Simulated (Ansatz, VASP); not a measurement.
## LiH12ClO6 in VASP and in Ansatz

```
CELL_PARAMETERS angstrom
6.26922 0.00000 0.00000
0.00000 6.26922 0.00000
0.00000 0.00000 6.26922
ATOMIC_POSITIONS crystal
O 0.75533 0.10559 0.60366
O 0.20679 0.78834 0.53147
O 0.99998 0.94919 0.18304
O 0.50096 0.22047 0.19012
O 0.86914 0.46935 0.75918
O 0.22365 0.28620 0.87066
H 0.67594 0.09882 0.46853
H 0.68807 0.00098 0.70242
H 0.24176 0.91630 0.61278
H 0.12391 0.84044 0.40586
H 0.09807 0.98834 0.06796
H 0.87509 0.88665 0.10816
H 0.60913 0.32677 0.15719
H 0.54483 0.08734 0.11419
H 0.75943 0.57455 0.80263
H 0.80038 0.33807 0.69517
H 0.07652 0.31294 0.91909
H 0.31711 0.28006 0.99989
Li 0.16061 0.53524 0.68840
Cl 0.57763 0.80517 0.94552
```

Alike in both runs: functional PBEsol; k mesh 1 × 1 × 1; occupations fermi-dirac, width 0.05 eV; no spin polarisation.

Ansatz relaxed the structure, and its values are those at the end. VASP's run is a single point on that final structure, the one shown.

|  | VASP | Ansatz |
| --- | --- | --- |
| version | VASP 6.6.1 | Ansatz 0.2.0 |
| potentials or method | VASP PAW PBE potentials, release 64 (O_h, H_h, Li_sv, Cl), cutoff 1000 eV | scalar-relativistic, plane waves, PAW |
| valence electrons in the cell | 58 | 58 |

```csv
,VASP,Ansatz,Ansatz less VASP
rms of the force components (eV/Å),0.078,0.081,+0.0032
```

VASP's potentials were made for PBE, not for PBEsol.
